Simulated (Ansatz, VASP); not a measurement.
**One calculation of AlNi3, two programs**

```
Al Ni
1.0
     0.00000    2.57454    2.79841
     2.57454    0.00000    2.79841
     2.57454    2.57454    0.00000
Al Ni
1 3
Direct
  0.50000 0.50000 0.50000
  0.25000 0.25000 0.25000
  0.00000 0.00000 0.00000
  0.75000 0.75000 0.75000
```

Change from the starting cell: strain -0.080 along x and y, +0.000 along z, atoms carried along.

Alike in both runs: task single point; functional PBEsol; k mesh 14 × 14 × 14; occupations gaussian, width 0.15 eV; no spin polarisation.

|  | VASP | Ansatz |
| --- | --- | --- |
| version | VASP 6.6.1 | Ansatz 0.2.0 |
| potentials or method | VASP PAW PBE potentials, release 64 (Al, Ni), cutoff 520 eV | scalar-relativistic, plane waves, PAW |
| valence electrons in the cell | 33 | 57 |

|  | VASP | Ansatz | Ansatz less VASP |
| --- | --- | --- | --- |
| gap on the k mesh at the Fermi level (eV) | none | none | - |
| pressure (GPa) | 48.9 | 49.0 | +0.05 |
| traceless stress, the component that is largest in VASP (GPa) | 1.84 | 1.97 | +0.130 |

VASP's potentials were made for PBE, not for PBEsol. A gap of «none» marks a metal or a gap that the smearing closes. Both programs put the cell under a high pressure, so it lies far from rest at this level. VASP's potentials hold 33 valence electrons a cell and Ansatz's 57, so a difference there can come from the potentials and not from the codes.
